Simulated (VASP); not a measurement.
Here is a VASP 6.6.1 calculation.

Contents of INCAR:

```
SYSTEM = HgTe
PREC     = Accurate       ! precision mode
ENCUT    = 520            ! plane-wave cutoff, eV
EDIFF    = 1E-6           ! SCF threshold, eV
ISMEAR   = -1             ! smearing method
SIGMA    = 0.05           ! smearing width, eV
LREAL    = .FALSE.        ! projectors in reciprocal space
LASPH    = .TRUE.         ! aspherical terms in the spheres
NELM     = 80             ! most SCF steps
ALGO     = Normal         ! electronic algorithm
ISIF     = 2              ! what is computed and relaxed
LWAVE    = .FALSE.        ! write WAVECAR
LCHARG   = .FALSE.        ! write CHGCAR
GGA      = PS             ! functional
NBANDS   = 16             ! bands
```

KPOINTS

```
regular mesh
0
G
  12 12 12
  0 0 0
```

The input POSCAR:

```
HgTe
1.0
    0.0000000000      2.9181635056      2.9181635056
    2.9181635056      0.0000000000      2.9181635056
    2.9181635056      2.9181635056      0.0000000000
Hg Te
1 1
Direct
    0.0000000000      0.0000000000      0.0000000000
    0.2500000000      0.2500000000      0.2500000000
```

Potentials or basis: VASP PAW PBE potentials, release 64 (Hg, Te).

Launch:

```bash
$ cat potpaw_PBE.64/Hg/POTCAR potpaw_PBE.64/Te/POTCAR > POTCAR
$ mpirun -np 1 vasp_std > vasp.out
```

Q: What does it give for the band gap on the k mesh?

A: Zero (filled and empty bands touch).

Q: Estimate the pressure.

A: 32.5 GPa.

Caveat: the PAW data sets were made with another functional, which shifts forces and pressure a little; spin-orbit coupling is left out, which moves the levels of the heavy elements.
